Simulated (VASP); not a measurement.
# I (Fmmm) in VASP: further runs

The runs below take I through single point, with revPBE+D4, r2SCAN.

All numbers are computed with VASP 6.6.1; they aren't measurements. Logs are shortened: lines on timing, memory, paths and dates and some standing lists are left out, and cuts for length are marked.

## 1. The cell of the first run

Symmetry: Fmmm, No. 69, orthorhombic system. Conventional cell: a = 4.503 Å, b = 4.530 Å, c = 7.104 Å, α = 90.00°, β = 90.00°, γ = 90.00°. I (site symmetry mmm) has 12 I at 3.19 to 4.21 Å within 4.3 Å.

## 2. Single point, revPBE+D4

File INCAR:

```
SYSTEM = I
PREC = Accurate
ENCUT = 520
EDIFF = 1E-6
ISMEAR = -1
SIGMA = 0.05
LREAL = .FALSE.
LASPH = .TRUE.
NELM = 100
ALGO = Normal
ISIF = 2
LWAVE = .FALSE.
LCHARG = .FALSE.
GGA = RE
IVDW = 13
NBANDS = 10
```

File KPOINTS:

```
Automatic mesh
0
G
  9 9 9
  0 0 0
```

File POSCAR:

```
I
1.0
    0.0000000000      2.2652261921      3.5521619240
    2.2516841017      0.0000000000      3.5521619240
    2.2516841017      2.2652261921      0.0000000000
I
1
Direct
    0.0000000000      0.0000000000      0.0000000000
```

Potentials or basis: VASP PAW PBE potentials, release 64 (I).

Started as:

```
> cat potpaw_PBE.64/I/POTCAR > POTCAR
> mpirun -np 1 vasp_std > vasp.out
```

OUTCAR:

```text
SYSTEM = I
   PREC = Accurate
   ENCUT = 520
   EDIFF = 1E-6
   ISMEAR = -1
   LREAL = .FALSE.
   LASPH = .TRUE.
   NELM = 100
   ISIF = 2
   GGA = RE
   IVDW = 13

 ion  position               nearest neighbor table
   1  0.000  0.000  0.000-

  LATTYP: Found a face centered orthorhombic cell.
 ALAT       =     4.5033682034
 B/A-ratio  =     1.0060142053
 C/A-ratio  =     1.5775578472

  Lattice vectors:

 A1 = (   0.0000000000,   2.2652261921,   3.5521619240)
 A2 = (   2.2516841017,   0.0000000000,   3.5521619240)
 A3 = (   2.2516841017,   2.2652261921,   0.0000000000)

Analysis of symmetry for initial positions (statically):
=====================================================================
 Subroutine PRICEL returns:
 Original cell was already a primitive cell.

 Routine SETGRP: Setting up the symmetry group for a
 face centered orthorhombic supercell.

 Subroutine GETGRP returns: Found  8 space group operations
 (whereof  8 operations were pure point group operations)
 out of a pool of  8 trial point group operations.

The static configuration has the point symmetry D_2h.

Analysis of symmetry for dynamics (positions and initial velocities):
=====================================================================
 Subroutine PRICEL returns:
 Original cell was already a primitive cell.

 Routine SETGRP: Setting up the symmetry group for a
 face centered orthorhombic supercell.

 Subroutine GETGRP returns: Found  8 space group operations
 (whereof  8 operations were pure point group operations)
 out of a pool of  8 trial point group operations.

The dynamic configuration has the point symmetry D_2h.

 Subroutine INISYM returns: Found  8 space group operations
 (whereof  8 operations are pure point group operations),
 and found     1 'primitive' translations

----------------------------------------------------------------------------------------

                                     Primitive cell

  volume of cell :      36.2361

  direct lattice vectors                    reciprocal lattice vectors
     0.000000000  2.265226192  3.552161924    -0.222056016  0.220728509  0.140759349
     2.251684102  0.000000000  3.552161924     0.222056016 -0.220728509  0.140759349
     2.251684102  2.265226192  0.000000000     0.222056016  0.220728509 -0.140759349

  length of vectors
     4.212968554  4.205702751  3.193952253     0.343282891  0.343282891  0.343282891

  position of ions in fractional coordinates (direct lattice)
     0.000000000  0.000000000  0.000000000

  ion indices of the primitive-cell ions
   primitive index   ion index
                 1           1

----------------------------------------------------------------------------------------

 KPOINTS: Automatic mesh

Automatic generation of k-mesh.
 Grid dimensions read from file:
 generate k-points for:    9    9    9

 Generating k-lattice:

  Cartesian coordinates                     Fractional coordinates (reciprocal lattice)
    -0.024672891  0.024525390  0.015639928     0.111111111  0.000000000 -0.000000000
     0.024672891 -0.024525390  0.015639928     0.000000000  0.111111111  0.000000000
     0.024672891  0.024525390 -0.015639928    -0.000000000  0.000000000  0.111111111

  Length of vectors
     0.038142543  0.038142543  0.038142543

  Shift w.r.t. Gamma in fractional coordinates (k-lattice)
     0.000000000  0.000000000  0.000000000

 Subroutine IBZKPT returns following result:
 ===========================================

 Found    125 irreducible k-points:

 Following reciprocal coordinates:
            Coordinates               Weight
  0.000000  0.000000  0.000000      1.000000
  0.111111 -0.000000  0.000000      8.000000
  0.222222 -0.000000  0.000000      8.000000
  0.333333 -0.000000 -0.000000      8.000000
  0.444444 -0.000000  0.000000      8.000000
  0.111111  0.111111  0.000000      2.000000
[... 16 lines left out ...]
 -0.333333  0.333333  0.000000      4.000000
  0.444444  0.444444  0.000000      2.000000
 [... further k-points ...]
   k-points           NKPTS =    125   k-points in BZ     NKDIM =    125   number of bands    NBANDS=     10
   number of dos      NEDOS =    301   number of ions     NIONS =      1
   total plane-waves  NPLWV =  24576
   dimension x,y,z NGX =    32 NGY =   32 NGZ =   24
   dimension x,y,z NGXF=    64 NGYF=   64 NGZF=   48
   ions per type =               1
   NGX,Y,Z   is equivalent  to a cutoff of  12.63, 12.65, 12.49 a.u.
   NGXF,Y,Z  is equivalent  to a cutoff of  25.25, 25.30, 24.98 a.u.
 SYSTEM =  I
   PREC   = accura    normal or accurate (medium, high low for compatibility)
   ISTART =      0    job   : 0-new  1-cont  2-samecut
   ICHARG =      2    charge: 1-file 2-atom 10-const
   ISPIN  =      1    spin polarized calculation?
   LNONCOLLINEAR =      F non collinear calculations
   LSORBIT =      F    spin-orbit coupling
   LASPH  =      T    aspherical Exc in radial PAW
   ENCUT  =  520.0 eV  38.22 Ry    6.18 a.u.   7.83  7.82  5.94*2*pi/ulx,y,z
   NELM   =    100;   NELMIN=  2; NELMDL= -5     # of ELM steps
   EDIFF  = 0.1E-05   stopping-criterion for ELM
   LREAL  =      F    real-space projection
   EDIFFG = 0.1E-04   stopping-criterion for IOM
   NSW    =      0    number of steps for IOM
   IBRION =     -1    ionic relax: 0-MD 1-quasi-New 2-CG
   NFREE  =      0    steps in history (QN), initial steepest desc. (CG)
   ISIF   =      2    stress and relaxation
   ISYM   =      2    0-nonsym 1-usesym 2-fastsym
   POTIM  = 0.5000    time-step for ionic-motion
   TEBEG  =    0.0;   TEEND  =   0.0 temperature during run
   PSTRESS=    0.0 pullay stress
   NELECT =       7.0000    total number of electrons
   NUPDOWN=      -1.0000    fix difference up-down
   EMIN   =  10.00;   EMAX   =-10.00  energy-range for DOS
   EFERMI =   0.00;   METHOD = LEGACY
   ISMEAR =    -1;   SIGMA  =   0.05  broadening in eV -4-tet -1-fermi 0-gaus
   EFERMI_NEDOS =   21; number of points for ismear=-14 and -15
   IALGO  =     38    algorithm
   IMIX   =      4    mixing-type and parameters
     AMIX     =   0.40;   BMIX     =  1.00
     AMIX_MAG =   1.60;   BMIX_MAG =  1.00
  volume/ion in A,a.u.               =      36.24       244.53
  Fermi-wavevector in a.u.,A,eV,Ry     =   0.946368  1.788377 12.185558  0.895613
  Thomas-Fermi vector in A             =   2.074359
   LORBIT       =      0    0 simple, 1 ext, 2 COOP (PROOUT), +10 PAW based schemes
   GGA     = RE    functional components
   LHFCALC =     F    Hartree Fock is set to
   AEXX    =    0.0000 exact exchange contribution
   IVDW    =    13    specifies the selected vdW correction
   LEPSILON=     F    determine dielectric tensor
   LRPA    =     F    only Hartree local field effects (RPA)
 non-spin polarized calculation
  energy-cutoff  :      520.00
  volume of cell :       36.24
 maximum number of plane-waves:       993
   NGX = 15   NGY = 15   NGZ = 11

 number of electron       7.0000000 magnetization

 Free energy of the ion-electron system (eV)
  ---------------------------------------------------
  ext. energy  EPLUGINS =         0.00000000
  ---------------------------------------------------
  free energy    TOTEN  =        -1.04052606 eV

  energy without entropy =       -1.03466949  energy(sigma->0) =       -1.03759778

 E-fermi :   4.7172     XC(G=0):  -8.7060

 val. band max:        4.7134879085   @ k =   0.0000   0.1111   0.1111
 cond. band min:       4.7240911587   @ k =   0.1111   0.0000   0.1111
 fundamental gap:      0.0106032502
 Fermi energy:         4.7171620003

 k-point     1 :       0.0000    0.0000    0.0000
  band No.  band energies     occupation
      1      -9.4614      2.00000
      2       3.2539      2.00000
      3       5.7299      0.00000
      4       5.7516      0.00000
      5       9.9414      0.00000
      6      12.2386      0.00000
      7      13.3131      0.00000
      8      16.6147      0.00000
      9      16.6430      0.00000
     10      17.0465      0.00000

 k-point     2 :       0.1111   -0.0000    0.0000
  band No.  band energies     occupation
      1      -9.3162      2.00000
      2       3.1714      2.00000
      3       4.6012      1.82107
      4       5.8248      0.00000
      5      10.3502      0.00000
      6      12.6940      0.00000
      7      14.1674      0.00000
      8      14.5731      0.00000
      9      16.8456      0.00000
     10      17.5995      0.00000

 k-point     3 :       0.2222   -0.0000    0.0000
  band No.  band energies     occupation
      1      -8.9083      2.00000
      2       2.3764      2.00000
      3       3.1741      2.00000
      4       6.0504      0.00000
      5      10.8877      0.00000
      6      12.9761      0.00000
      7      13.1794      0.00000
      8      16.9844      0.00000
      9      17.4275      0.00000
     10      18.4203      0.00000

 k-point     4 :       0.3333   -0.0000   -0.0000
  band No.  band energies     occupation
      1      -8.3454      2.00000
      2       0.5466      2.00000
      3       3.0133      2.00000
      4       6.3339      0.00000
      5      10.2032      0.00000
      6      13.5166      0.00000
      7      14.1487      0.00000
      8      17.1063      0.00000
      9      18.0409      0.00000
     10      18.7466      0.00000
[... 222 lines left out ...]
 k-point    22 :      -0.4444    0.3333    0.0000
  band No.  band energies     occupation
      1      -8.5294      2.00000
      2       0.7546      2.00000
      3       2.1471      2.00000
      4       5.7377      0.00000
      5      12.1543      0.00000
      6      14.3905      0.00000
      7      15.8202      0.00000
      8      19.0240      0.00000
      9      19.2665      0.00000
     10      20.0949      0.00000

 k-point    23 :      -0.3333    0.3333    0.0000
  band No.  band energies     occupation
      1      -8.0865      2.00000
      2       0.3820      2.00000
      3       1.3882      2.00000
      4       6.1353      0.00000
      5      12.7966      0.00000
      6      12.9424      0.00000
      7      15.8153      0.00000
      8      17.5096      0.00000
      9      18.8610      0.00000
     10      20.4748      0.00000

 k-point    24 :       0.4444    0.4444    0.0000
  band No.  band energies     occupation
      1      -8.9821      2.00000
      2       0.1716      2.00000
      3       5.3078      0.00001
      4       5.3329      0.00001
      5      11.3829      0.00000
      6      11.7983      0.00000
      7      17.0619      0.00000
      8      20.3866      0.00000
      9      20.3960      0.00000
     10      21.8258      0.00000

 [... further k-points ...]

------------------------ aborting loop because EDIFF is reached ----------------------------------------

  DFT-D4 for vdW energy calculation

  Edisp (eV):   -0.65894

  FORCE on cell =-STRESS in cart. coord.  units (eV):
  Direction    XX          YY          ZZ          XY          YZ          ZX
  --------------------------------------------------------------------------------------
  -------------------------------------------------------------------------------------
  Total      -0.01762    -0.01886    -0.00242    -0.00000     0.00000     0.00000
  in kB      -0.77921    -0.83379    -0.10685    -0.00000     0.00000     0.00000
  external pressure =       -0.57 kB  Pullay stress =        0.00 kB

 VOLUME and BASIS-vectors are now :
 -----------------------------------------------------------------------------
  energy-cutoff  :      520.00
  volume of cell :       36.24
      direct lattice vectors                 reciprocal lattice vectors
     0.000000000  2.265226192  3.552161924    -0.222056016  0.220728509  0.140759349
     2.251684102  0.000000000  3.552161924     0.222056016 -0.220728509  0.140759349
     2.251684102  2.265226192  0.000000000     0.222056016  0.220728509 -0.140759349

 POSITION                                       TOTAL-FORCE (eV/Angst)
 -----------------------------------------------------------------------------------
      0.00000      0.00000      0.00000         0.000000     -0.000000      0.000000
 -----------------------------------------------------------------------------------
    total drift:                                0.000000      0.000000      0.000000

  FREE ENERGIE OF THE ION-ELECTRON SYSTEM (eV)
  ---------------------------------------------------
  free  energy   TOTEN  =        -1.6994626679 eV

  energy  without entropy=       -1.6936060929  energy(sigma->0) =       -1.69653438
```

It took 37 s on 1 thread of Intel Xeon Platinum 8488C (Sapphire Rapids), shared host; peak memory 0.19 GiB.

Results:

- Free energy: -1.6995 eV
- Pressure: -0.1 GPa
- Band gap on the k mesh: zero (an odd number of electrons rules out a gap without spin polarisation)
- Dispersion energy per atom: -0.659 eV

Levels at points of the mesh, in eV from the Fermi level:
| k point | band 1 | band 2 | band 3 | band 4 | band 5 | band 6 | band 7 | band 8 |
| --- | --- | --- | --- | --- | --- | --- | --- | --- |
| (0.00, 0.00, 0.00) | -14.18 | -1.46 | 1.01 | 1.03 | 5.22 | 7.52 | 8.60 | 11.90 |

Caveat: the PAW data sets were made with another functional, which shifts forces and pressure a little; spin-orbit coupling is left out, which moves the levels of the heavy elements; an odd number of electrons without spin polarisation forces a metal; a magnetic or distorted state may lie lower.

## 3. Single point, r2SCAN

This run uses another cell than the first one, of 24.12 Å³/atom.

File POSCAR:

```
I
1.0
    0.0000000000      2.1098739342      2.7725183476
    2.0620477121      0.0000000000      2.7725183476
    2.0620477121      2.1098739342      0.0000000000
I
1
Direct
    0.0000000000      0.0000000000      0.0000000000
```

File INCAR.step1:

```
SYSTEM = I
PREC = Accurate
ENCUT = 520
ISMEAR = -1
SIGMA = 0.05
LREAL = .False.
LASPH = .True.
NELM = 100
NBANDS = 10
GGA = PE
ALGO = Normal
EDIFF = 1E-4
LWAVE = .True.
LCHARG = .False.
```

File INCAR.step2:

```
SYSTEM = I
PREC = Accurate
ENCUT = 520
EDIFF = 1E-6
ISMEAR = -1
SIGMA = 0.05
LREAL = .False.
LASPH = .True.
NELM = 100
ALGO = Normal
ISIF = 2
LWAVE = .False.
LCHARG = .False.
METAGGA = R2SCAN
LMIXTAU = .True.
NBANDS = 10
ISTART = 1
```

File KPOINTS:

```
regular mesh
0
Gamma
  9 9 9
  0 0 0
```

Potentials or basis: VASP PAW PBE potentials, release 64 (I).

Started as:

```
> cat potpaw_PBE.64/I/POTCAR > POTCAR
> cp INCAR.step1 INCAR
> mpirun -np 1 vasp_std > vasp.out
> cp INCAR.step2 INCAR
> mpirun -np 1 vasp_std > vasp.out
```

OUTCAR:

```text
SYSTEM = I
   PREC = Accurate
   ENCUT = 520
   EDIFF = 1E-6
   ISMEAR = -1
   LREAL = .False.
   LASPH = .True.
   NELM = 100
   ISIF = 2
   METAGGA = R2SCAN
   ISTART = 1

 ion  position               nearest neighbor table
   1  0.000  0.000  0.000-

  LATTYP: Found a face centered orthorhombic cell.
 ALAT       =     4.1240954242
 B/A-ratio  =     1.0231935575
 C/A-ratio  =     1.3445461671

  Lattice vectors:
[... 491 lines left out ...]
      7      30.0220      0.00000
      8      30.0824      0.00000
      9      30.9569      0.00000
     10      31.2122      0.00000

 [... further k-points ...]

------------------------ aborting loop because EDIFF is reached ----------------------------------------

  FORCE on cell =-STRESS in cart. coord.  units (eV):
  Direction    XX          YY          ZZ          XY          YZ          ZX
  --------------------------------------------------------------------------------------
  -------------------------------------------------------------------------------------
  Total        4.4991485      4.4943112      4.4933903      0.0000000      0.0000000      0.0000000
  in kB      298.8004643    298.4792102    298.4180449      0.0000000      0.0000000      0.0000000
  external PRESSURE =     298.5659065 kB  Pullay stress =       0.0000000 kB

 VOLUME and BASIS-vectors are now :
 -----------------------------------------------------------------------------
  energy-cutoff  :      520.00
  volume of cell :       24.12
      direct lattice vectors                 reciprocal lattice vectors
     0.000000000  2.109873934  2.772518348    -0.242477416  0.236980984  0.180341458
     2.062047712  0.000000000  2.772518348     0.242477416 -0.236980984  0.180341458
     2.062047712  2.109873934  0.000000000     0.242477416  0.236980984 -0.180341458

 POSITION                                       TOTAL-FORCE (eV/Angst)
 -----------------------------------------------------------------------------------
      0.00000      0.00000      0.00000         0.000000     -0.000000      0.000000
 -----------------------------------------------------------------------------------
    total drift:                                0.000000      0.000000     -0.000000

  FREE ENERGIE OF THE ION-ELECTRON SYSTEM (eV)
  ---------------------------------------------------
  free  energy   TOTEN  =       -23.5313054581 eV

  energy  without entropy=      -23.5277818183  energy(sigma->0) =      -23.52954364
```

OUTCAR.step1:

```text
SYSTEM = I
   PREC = Accurate
   ENCUT = 520
   ISMEAR = -1
   LREAL = .False.
   LASPH = .True.
[... 529 lines left out ...]

 POSITION                                       TOTAL-FORCE (eV/Angst)
 -----------------------------------------------------------------------------------
      0.00000      0.00000      0.00000         0.000000     -0.000000      0.000000
 -----------------------------------------------------------------------------------
    total drift:                                0.000000      0.000000     -0.000000

  FREE ENERGIE OF THE ION-ELECTRON SYSTEM (eV)
  ---------------------------------------------------
  free  energy   TOTEN  =        -0.5493204228 eV

  energy  without entropy=       -0.5459157014  energy(sigma->0) =       -0.54761806
```

Run time: 2.2 min. Hardware: 1 thread of Oxide Virtual Turin-like, shared host; peak memory 0.14 GiB.

What came out:

```
Free energy            : -23.5313 eV
Pressure               : 29.9 GPa
Band gap on the k mesh : zero (an odd number of electrons rules out a gap without spin polarisation)
```

Caveat: the cell stands under pressure; the PAW data sets were made with another functional, which shifts forces and pressure a little; spin-orbit coupling is left out, which moves the levels of the heavy elements; an odd number of electrons without spin polarisation forces a metal; a magnetic or distorted state may lie lower.

The gap in the log of VASP goes by the Fermi energy; the results here count the filled bands.